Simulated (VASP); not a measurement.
Here is a VASP 6.6.1 calculation.

INCAR

```
SYSTEM = CeO2
PREC     = Accurate       ! precision mode
ENCUT    = 520            ! plane-wave cutoff, eV
EDIFF    = 1E-7           ! SCF threshold, eV
ISMEAR   = -1             ! smearing method
SIGMA    = 0.05           ! smearing width, eV
LREAL    = .FALSE.        ! projectors in reciprocal space
LASPH    = .TRUE.         ! aspherical terms in the spheres
NELM     = 150            ! most SCF steps
ALGO     = Normal         ! electronic algorithm
ISIF     = 2              ! what is computed and relaxed
LWAVE    = .FALSE.        ! write WAVECAR
LCHARG   = .FALSE.        ! write CHGCAR
ISPIN    = 2              ! spin polarisation
MAGMOM   = 1 0 0          ! initial moments
LORBIT   = 11             ! projections on sites
LMAXMIX  = 6              ! l up to which the mixer works
NBANDS   = 23             ! bands
```

The input KPOINTS:

```
regular mesh
0
G
  9 9 9
  0 0 0
```

Contents of POSCAR:

```
CeO2
1.0
    0.0000000000      2.7215554887      2.7215554887
    2.7215554887      0.0000000000      2.7215554887
    2.7215554887      2.7215554887      0.0000000000
Ce O
1 2
Direct
    0.0000000000      0.0000000000      0.0000000000
    0.7500000000      0.7500000000      0.7500000000
    0.2500000000      0.2500000000      0.2500000000
```

Potentials or basis: VASP PAW LDA potentials, release 64 (Ce, O).

Run with:

```bash
$ cat potpaw_LDA.64/Ce/POTCAR potpaw_LDA.64/O/POTCAR > POTCAR
$ mpirun -np 1 vasp_std > vasp.out
```

**Question.** Predict the net moment.

**Answer.** 0.00 μB per cell.

**Question.** What does it give for the pressure?

**Answer.** -8.3 GPa.

Caveat: the magnetic or orbital state may not be the lowest; the cell stands under tension. The state reached can hang on the start; a lower one may exist.
